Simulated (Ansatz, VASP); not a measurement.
SiO2: VASP beside Ansatz

```
CELL_PARAMETERS angstrom
-2.45068 2.45068 3.86486
2.45068 -2.45068 3.86486
2.45068 2.45068 -3.86486
ATOMIC_POSITIONS crystal
Si 0.00000 0.00000 0.00000
Si 0.75000 0.25000 0.50000
O 0.99838 0.62500 0.87338
O 0.37500 0.24838 0.37338
O 0.75162 0.12500 0.12662
O 0.87500 0.00162 0.62662
```

Alike in both runs: task single point; functional PBEsol; k mesh 6 × 6 × 6; no spin polarisation.

```csv
,VASP,Ansatz
version,VASP 6.6.1,Ansatz 0.2.0
potentials or method,"VASP PAW PBE potentials, release 64 (Si, O), cutoff 520 eV","plane waves, PAW"
occupations,"gaussian, width 0.01 eV",fixed
valence electrons in the cell,32,32
```

VASP gave:

* pressure (GPa): -11.9
* traceless stress, the component that is largest in VASP (GPa): -1.58

Problem. Which values does Ansatz return?

Solution. Pressure (GPa): -12.3; traceless stress, the component that is largest in VASP (GPa): -1.64.

VASP's potentials were made for PBE, not for PBEsol.
